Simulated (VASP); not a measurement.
Write the native input for VASP 6.6.1 that does the following.

```
Task                   : single point
Functional             : PBE
Potentials or basis    : VASP PAW PBE potentials, release 64 (Al)
Cutoff                 : 520 eV
k mesh                 : 20 × 20 × 12
Occupations            : gaussian, width 0.15 eV
Spin                   : no spin polarisation
Dipole correction      : no
Further INCAR settings : ALGO = Fast; EDIFF = 1e-06; NBANDS = 10
```

The structure of Al lies in POSCAR:

```
Al
1.0
   -1.5743227167      1.5743227167      1.6175102401
    1.5743227167     -1.5743227167      1.6175102401
    3.1486454333      3.1486454333      0.0000000000
Al
2
Direct
    0.0586228248     -0.0586228248      0.0000000000
    0.4413771752      0.5586228248      0.5000000000
```

These files were run (other wordings do the same):

INCAR

```
SYSTEM = Al
PREC = Accurate ; ENCUT = 520
EDIFF = 1E-6 ; ISMEAR = 0
SIGMA = 0.15 ; LREAL = .FALSE.
LASPH = .TRUE. ; NELM = 80
ALGO = Fast ; ISIF = 2
LWAVE = .FALSE. ; LCHARG = .FALSE.
GGA = PE ; NBANDS = 10
```

KPOINTS

```
Automatic mesh
0
G
  20 20 12
  0 0 0
```

Potentials or basis: VASP PAW PBE potentials, release 64 (Al).

The run is started by

```console
$ cat potpaw_PBE.64/Al/POTCAR > POTCAR
$ mpirun -np 1 vasp_std > vasp.out
```

Results of the run:

```
Pressure               : 4.6 GPa
Largest force          : 0.015 eV/Å
Band gap on the k mesh : zero (band 3 reaches 13.72 eV, above the bottom of band 4 at 4.37 eV)
```

It took 99 s on 1 thread of Intel(R) Xeon(R) Platinum 8488C (Sapphire Rapids) (shared host), peak memory 0.3 GiB.
